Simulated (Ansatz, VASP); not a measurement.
# One calculation of Ti, two programs

```
CELL_PARAMETERS angstrom
2.95000 0.00000 0.00000
-1.47500 2.55477 0.00000
0.00000 0.00000 4.68600
ATOMIC_POSITIONS crystal
Ti 0.33333 0.66667 0.25000
Ti 0.66667 0.33333 0.75000
```

Alike in both runs: task single point; functional PBE; k mesh 14 × 14 × 8; occupations fermi-dirac, width 0.05 eV; no spin polarisation.

```csv
,VASP,Ansatz
version,VASP 6.6.1,Ansatz 0.2.0
potentials or method,"VASP PAW PBE potentials, release 64 (Ti_sv), cutoff 500 eV","all-electron LAPW, non-relativistic"
```

```csv
,VASP,Ansatz,Ansatz less VASP
pressure (GPa),-1.9,-1.2,+0.67
"traceless stress, the component that is largest in VASP (GPa)",-0.29,-0.22,+0.070
```

Ansatz ran all-electron here, and VASP with PAW potentials.
